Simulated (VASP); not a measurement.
Input of a VASP 6.6.1 run:

File INCAR:

```
SYSTEM = Cs
ALGO = Normal ; EDIFF = 1E-6
ENCUT = 520 ; GGA = PS
ISIF = 2 ; ISMEAR = -1
LASPH = .TRUE. ; LCHARG = .FALSE.
LREAL = .FALSE. ; LWAVE = .FALSE.
NBANDS = 10 ; NELM = 100
PREC = Accurate ; SIGMA = 0.05
```

The input KPOINTS:

```
k-points
0
G
  6 6 6
  0 0 0
```

POSCAR

```
Cs
1.0
    0.0000000000      3.8949733102      3.8949733102
    3.8949733102      0.0000000000      3.8949733102
    3.8949733102      3.8949733102      0.0000000000
Cs
1
Direct
    0.0000000000      0.0000000000      0.0000000000
```

Potentials or basis: VASP PAW PBE potentials, release 64 (Cs_sv).

Command:

```sh
$ cat potpaw_PBE.64/Cs_sv/POTCAR > POTCAR
$ mpirun -np 1 vasp_std > vasp.out
```

Question: What does it give for the pressure?

Answer: -0.1 GPa.

Caveat: the PAW data sets were made with another functional, which shifts forces and pressure a little.
